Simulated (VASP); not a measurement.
Runs of VASP 6.6.1 on Ge. The structure is that of space group Cmmm (No. 65), or close to it. The cells are those of the table. 

```csv
cell,gap on the mesh (eV),pressure (GPa)
"a = 3.026, b = 3.026, c = 2.631 Å, angles 90.0, 90.0, 123.5°, 1 atom",none,(b)
"a = 2.952, b = 2.952, c = 2.833 Å, angles 90.0, 90.0, 123.5°, 1 atom",none,-3.1
"a = 3.100, b = 3.100, c = 2.563 Å, angles 90.0, 90.0, 123.5°, 1 atom",none,-2.3
"a = 3.100, b = 3.100, c = 2.631 Å, angles 90.0, 90.0, 123.5°, 1 atom",none,(a)
"a = 3.026, b = 3.026, c = 2.766 Å, angles 90.0, 90.0, 123.5°, 1 atom",none,-4.7
"a = 3.026, b = 3.026, c = 2.698 Å, angles 90.0, 90.0, 123.5°, 1 atom",none,-3.5
```

Alike in all rows: task single point; level PBE; potentials or basis VASP PAW PBE potentials, release 64 (Ge_d); no spin polarisation; k mesh 20 × 20 × 18; cutoff (eV) 520; smearing gaussian 0.15 eV.

Q: Fill in the values left out.

A: (a) -4.0; (b) -1.8.

Caveats: the cell stands under tension (at least some runs).

A k mesh can miss the band edges, and the runs leave out spin-orbit coupling on Ge.

A gap of «none» marks levels without a gap at the run's occupations.
